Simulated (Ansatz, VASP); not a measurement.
## GeOs2 in VASP and in Ansatz

File INCAR:

```
ALGO = Normal ; EDIFF = 1E-6
ENCUT = 520 ; GGA = PS
ISIF = 2 ; ISMEAR = 0
LASPH = True ; LCHARG = False
LREAL = False ; LWAVE = False
NBANDS = 22 ; NELM = 80
PREC = Accurate ; SIGMA = 0.05
```

KPOINTS

```
k-points
0
Gamma
  10 10 10
```

The input POSCAR:

```
GeOs2
1.0
    0.0000000000      2.8654562557      2.8081471306
    2.8654562557      0.0000000000      2.8081471306
    2.8654562557      2.8654562557      0.0000000000
Os Ge
2 1
Direct
    0.2500000000      0.2500000000      0.2500000000
    0.7500000000      0.7500000000      0.7500000000
    0.0000000000      0.0000000000      0.0000000000
```

Input for Ansatz:

```yaml
crystal:
  lattice:
    - [0.0, 2.8654562557, 2.8081471306]
    - [2.8654562557, 0.0, 2.8081471306]
    - [2.8654562557, 2.8654562557, 0.0]
  atoms:
    - { symbol: Os, position: [0.25, 0.25, 0.25] }
    - { symbol: Os, position: [0.75, 0.75, 0.75] }
    - { symbol: Ge, position: [0.0, 0.0, 0.0] }
basis:
  ecutwfc: 420
  ecutrho_ratio: 4
kpoints:
  mp_grid: { grid: [10, 10, 10] }
hamiltonian:
  xc: pbesol
scf:
  occupations: { method: gaussian, width: 0.05 }
output:
  forces: true
  stress: true
  eigenvalues: true
```

Change from the starting cell: strain e3 = -0.02, atoms carried along.

Alike in both runs: task single point; functional PBEsol; k mesh 10 × 10 × 10; occupations gaussian, width 0.05 eV; no spin polarisation.

|  | VASP | Ansatz |
| --- | --- | --- |
| version | VASP 6.6.1 | Ansatz 0.2.0 |
| potentials or method | VASP PAW PBE potentials, release 64 (Os, Ge_d), cutoff 520 eV | scalar-relativistic, plane waves, PAW |
| valence electrons in the cell | 30 | 46 |

|  | VASP | Ansatz | Ansatz less VASP |
| --- | --- | --- | --- |
| gap on the k mesh at the Fermi level (eV) | none | none | - |
| pressure (GPa) | 6.4 | 5.4 | -0.93 |
| traceless stress, the component that is largest in VASP (GPa) | 1.24 | 1.23 | -0.016 |

VASP's potentials were made for PBE, not for PBEsol. A gap of «none» marks a metal or a gap that the smearing closes. VASP's potentials hold 30 valence electrons a cell and Ansatz's 46, so a difference there can come from the potentials and not from the codes.

Neither program's run includes spin-orbit coupling.
